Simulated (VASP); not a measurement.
Input of a VASP 6.6.1 run:

File INCAR:

```
SYSTEM = MgSnSb2
ALGO = Normal
EDIFF = 1E-6
ENCUT = 600
GGA = PE
GGA_COMPAT = .FALSE.
ISIF = 2
ISMEAR = -1
LASPH = .TRUE.
LCHARG = .TRUE.
LELF = .TRUE.
LREAL = .FALSE.
LVHAR = .TRUE.
LWAVE = .FALSE.
NBANDS = 21
NELM = 120
PREC = Accurate
SIGMA = 0.02
```

Contents of KPOINTS:

```
k-points
0
G
  4 4 4
  0 0 0
```

The input POSCAR:

```
MgSnSb2
1.0
    4.6004806398      0.0000000000      0.0000000000
    0.0000000000      4.6004806398      0.0000000000
    0.0000000000      0.0000000000      6.5552383745
Mg Sb Sn
1 2 1
Direct
    0.0000000000      0.0000000000      0.0000000000
    0.0000000000      0.5000000000      0.2428810298
    0.5000000000      0.0000000000      0.7571189702
    0.5000000000      0.5000000000      0.5000000000
```

Potentials or basis: VASP PAW PBE potentials, release 64 (Mg, Sb, Sn_d).

Run with:

```bash
$ cat potpaw_PBE.64/Mg/POTCAR potpaw_PBE.64/Sb/POTCAR potpaw_PBE.64/Sn_d/POTCAR > POTCAR
$ mpirun -np 1 vasp_std > vasp.out
```

Question: Estimate the band gap on the k mesh.

Answer: Zero (band 13 reaches 3.90 eV, above the bottom of band 14 at 3.75 eV).

Question: What does it give for the largest force?

Answer: 0.115 eV/Å.

Stress tensor (GPa, compression positive):
```
1.53 0.00 0.00
0.00 1.53 0.00
0.00 0.00 1.16
```

Caveat: spin-orbit coupling is left out, which moves the levels of the heavy elements.
